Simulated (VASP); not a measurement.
A run of VASP 6.6.1 is set up as follows.

INCAR

```
SYSTEM = InSe
PREC = Accurate
ENCUT = 520
EDIFF = 1E-6
ISMEAR = 0
SIGMA = 0.05
LREAL = .FALSE.
LASPH = .TRUE.
NELM = 60
ALGO = Normal
ISIF = 2
LWAVE = .FALSE.
LCHARG = .TRUE.
GGA = PS
LELF = .TRUE.
LVHAR = .TRUE.
NBANDS = 16
```

KPOINTS

```
regular mesh
0
G
  7 7 7
  0 0 0
```

Contents of POSCAR:

```
InSe
1.0
    3.6320400000      0.0000000000      0.0000000000
    0.0000000000      3.6320400000      0.0000000000
    0.0000000000      0.0000000000      3.6320400000
In Se
1 1
Direct
    0.4958860000      0.4953830000      0.4960430000
   -0.0059760000     -0.0016720000     -0.0102530000
```

Potentials or basis: VASP PAW PBE potentials, release 64 (In_d, Se).

Command:

```console
$ cat potpaw_PBE.64/In_d/POTCAR potpaw_PBE.64/Se/POTCAR > POTCAR
$ mpirun -np 1 vasp_std > vasp.out
```

**Question.** Predict the largest force.

**Answer.** 0.012 eV/Å.

**Question.** What does it give for the pressure?

**Answer.** -3.4 GPa.

Forces in eV/Å, atoms in the order of the input:
```
In   0.003 -0.005  0.011
Se  -0.003  0.005 -0.011
```

Caveat: the cell stands under tension; the PAW data sets were made with another functional, which shifts forces and pressure a little.
